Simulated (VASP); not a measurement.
Crystal: NaCl.

```
Na Cl
1.0
     3.50219    0.00000    0.00000
     0.00000    3.50219    0.00000
     0.00000    0.00000    3.50219
Na Cl
1 1
Direct
  0.00000 0.00000 0.00000
  0.50000 0.50000 0.50000
```

Base run:

```yaml
Program: VASP 6.6.1
Functional: PBE
Potentials_or_basis: VASP PAW PBE potentials, release 64 (Na_sv, Cl)
Cutoff: 1130 eV
k_mesh: 6 × 6 × 6
Occupations: gaussian, width 0.1 eV
Spin: no spin polarisation
Hubbard_terms: Cl p U = 5.9 eV
```

Its results: band gap on the k mesh 4.32 eV (least direct gap 4.79 eV); pressure -0.6 GPa.

Question: The run is repeated on the same cell with these changes: k mesh from 6 × 6 × 6 to 4 × 4 × 4; hubbard terms from Cl p U = 5.9 eV to Cl p U = 1.9 eV. What comes out?

Answer: Band gap on the k mesh 4.07 eV (least direct gap 4.56 eV); pressure -0.2 GPa.

Several settings changed at once.

Caveats: some runs use coarse meshes.

A k mesh can miss the band edges.
